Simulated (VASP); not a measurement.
Ca, 1 atom in the cell. It takes space group Fm-3m (No. 225, cubic). Conventional cell: a = 5.567 Å, b = 5.567 Å, c = 5.567 Å, α = 90.00°, β = 90.00°, γ = 90.00°. Within 5.2 Å of Ca (site symmetry m-3m) lie 12 Ca at 3.94 Å. 

- Program: VASP 6.6.1
- Task: single point
- Functional: r2SCAN
- Potentials or basis: VASP PAW PBE potentials, release 64 (Ca_sv)
- Cutoff: 520 eV
- k mesh: 10 × 10 × 10
- Occupations: methfessel-paxton, width 0.2 eV
- Spin: no spin polarisation
- Dipole correction: no
- Further INCAR settings: ALGO = Normal; EDIFF = 1e-07; NBANDS = 11

Potentials or basis: VASP PAW PBE potentials, release 64 (Ca_sv).

The run is started by

```console
$ cat potpaw_PBE.64/Ca_sv/POTCAR > POTCAR
$ cp INCAR.step1 INCAR
$ mpirun -np 1 vasp_std > vasp.out
$ cp INCAR.step2 INCAR
$ mpirun -np 1 vasp_std > vasp.out
```

Hardware: 1 thread of Intel Xeon 8259CL, on a shared host.

Task: How long does it take, and how much memory?

Result: It took 89 s on 1 thread of Intel Xeon 8259CL, with other jobs on the host, peak memory 0.18 GiB. Counts: k points 47.
